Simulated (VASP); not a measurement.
Sn2Te:

```
CELL_PARAMETERS angstrom
4.40000 0.00000 0.00000
-2.20000 3.81051 0.00000
0.00000 0.00000 5.15000
ATOMIC_POSITIONS crystal
Sn 0.33333 0.66667 0.34000
Sn 0.66667 0.33333 0.66000
Te 0.00000 0.00000 0.00000
```

* Program: VASP 6.6.1
* Task: relaxation of cell and atoms
* Functional: PBE
* Potentials or basis: VASP PAW PBE potentials, release 64 (Sn_d, Te)
* Cutoff: 600 eV
* k mesh: 5 × 5 × 4
* Occupations: gaussian, width 0.2 eV
* Spin: no spin polarisation

At the start: pressure 3.5 GPa; volume 28.78 Å³/atom.

Question: Where does the relaxation end?

Answer: Over 5 steps the energy falls by 30.7 meV/atom and the volume is 30.84 Å³/atom (+7.2 %); space group P-3m1 (No. 164, to 0.1 Å) before and after.

The path:
| step | energy change (eV) | largest force (eV/Å) | pressure (GPa) | volume (Å³) |
| --- | --- | --- | --- | --- |
| 1 | 0.0000 | 0.4478 | 3.51 | 86.35 |
| 2 | -0.0764 | 0.2536 | -0.76 | 94.46 |
| 3 | -0.0785 | 0.2791 | -0.24 | 93.20 |
| 4 | -0.0860 | 0.1937 | -0.15 | 92.97 |
| 5 | -0.0922 | 0.0185 | 0.04 | 92.53 |

Final structure:
```
Sn Te
1.0
     4.47764    0.00000    0.00000
    -2.23882    3.87775    0.00000
     0.00000    0.00000    5.32925
Sn Te
2 1
Direct
  0.33333 0.66667 0.35121
  0.66667 0.33333 0.64879
  0.00000 0.00000 0.00000
```
